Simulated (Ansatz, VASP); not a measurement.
**One calculation of BaTiO3, two programs**

```
Ba Ti O
1.0
     4.00730    0.04007    0.04007
     0.04007    4.00730    0.04007
     0.04007    0.04007    4.00730
Ba Ti O
1 1 3
Direct
  0.50000 0.50000 0.50000
  0.00000 0.00000 0.00000
  0.50000 0.00000 0.00000
  0.00000 0.50000 0.00000
  0.00000 0.00000 0.50000
```

Change from the starting cell: equal xy, yz and zx shear strains of +2 %.

Alike in both runs: task single point; functional PBE; k mesh 8 × 8 × 8; occupations fermi-dirac, width 0.05 eV; no spin polarisation.

|  | VASP | Ansatz |
| --- | --- | --- |
| version | VASP 6.6.1 | Ansatz 0.2.0 |
| potentials or method | VASP PAW PBE potentials, release 64 (Ba_sv, Ti_sv, O), cutoff 520 eV | all-electron LAPW, scalar-relativistic |

|  | VASP | Ansatz | Ansatz less VASP |
| --- | --- | --- | --- |
| pressure (GPa) | 3.4 | 1.6 | -1.75 |
| traceless stress, the component that is largest in VASP (GPa) | -2.48 | -2.40 | +0.075 |

Ansatz ran all-electron here, and VASP with PAW potentials.

Spin-orbit coupling is off throughout.
